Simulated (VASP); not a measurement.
BN, 24 atoms in the cell. The cell holds a slab with vacuum, 24 atoms: a = 2.504 Å, b = 7.019 Å, c = 26.567 Å, α = 90.00°, β = 90.00°, γ = 90.00°. 

- Program: VASP 6.6.1
- Task: single point
- Functional: PBEsol
- Potentials or basis: VASP PAW PBE potentials, release 64 (B, N)
- Cutoff: 520 eV
- k mesh: 11 × 4 × 1
- Occupations: gaussian, width 0.05 eV
- Spin: no spin polarisation
- Dipole correction: yes
- Further INCAR settings: LREAL = Auto; ALGO = Normal; EDIFF = 1e-06; NBANDS = 66

Potentials or basis: VASP PAW PBE potentials, release 64 (B, N).

Command:

```console
$ cat potpaw_PBE.64/B/POTCAR potpaw_PBE.64/N/POTCAR > POTCAR
$ mpirun -np 1 vasp_std > vasp.out
```

Hardware: 1 thread of Oxide Virtual Turin-like Processor, on a shared host.

Task: Estimate the wall time of this run.

Result: It took 40 min on 1 thread of Oxide Virtual Turin-like Processor, on a shared host, peak memory 0.67 GiB. Counts: scf iterations 36, k points 18.
